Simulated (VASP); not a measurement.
Write the native input for VASP 6.6.1 that does the following.

- Task: electric field gradients
- Functional: PBE
- Potentials or basis: VASP PAW PBE potentials, release 64 (In_d, P)
- Cutoff: 520 eV
- k mesh: 11 × 11 × 11
- Occupations: fermi-dirac, width 0.03 eV
- Spin: non-collinear spin, zero start, spin-orbit coupling
- Starting moments: [[0.0, 0.0, 0.0], [0.0, 0.0, 0.0]] μB
- Dipole correction: no
- Further INCAR settings: ALGO = Normal; EDIFF = 1e-08; NBANDS = 30

The structure of InP lies in POSCAR:

```
InP
1.0
    0.0000000000      2.9305000000      2.9305000000
    2.9305000000      0.0000000000      2.9305000000
    2.9305000000      2.9305000000      0.0000000000
In P
1 1
Direct
    0.0000000000      0.0000000000      0.0000000000
    0.7500000000      0.7500000000      0.7500000000
```

The input as run:

INCAR

```
SYSTEM = InP
  ALGO = Normal
  EDIFF = 1E-8
  ENCUT = 520
  GGA = PE
  GGA_COMPAT = .FALSE.
  ISIF = 2
  ISMEAR = -1
  LASPH = .TRUE.
  LCHARG = .FALSE.
  LEFG = .TRUE.
  LNONCOLLINEAR = .TRUE.
  LORBIT = 11
  LORBMOM = .TRUE.
  LREAL = .FALSE.
  LSORBIT = .TRUE.
  LWAVE = .FALSE.
  MAGMOM = 0 0 0 0 0 0
  NBANDS = 30
  NELM = 150
  PREC = Accurate
  SIGMA = 0.03
```

KPOINTS

```
k-points
0
G
  11 11 11
  0 0 0
```

Potentials or basis: VASP PAW PBE potentials, release 64 (In_d, P).

Command:

```sh
$ cat potpaw_PBE.64/In_d/POTCAR potpaw_PBE.64/P/POTCAR > POTCAR
$ mpirun -np 1 vasp_ncl > vasp.out
```

Results of the run:

- Pressure: 3.2 GPa
- Net moment: 0.00 μB per cell
- Valence electrons inside the program's atomic spheres: In 11.50; P 2.53

Caveat: without QUAD_EFG the Cq values of the log hold for a quadrupole moment of 1 mb, not for the nuclei.

Wall time 3.1 min on 1 thread of Intel(R) Xeon(R) 6975P-C (Granite Rapids), on a shared host, peak memory 0.43 GiB.
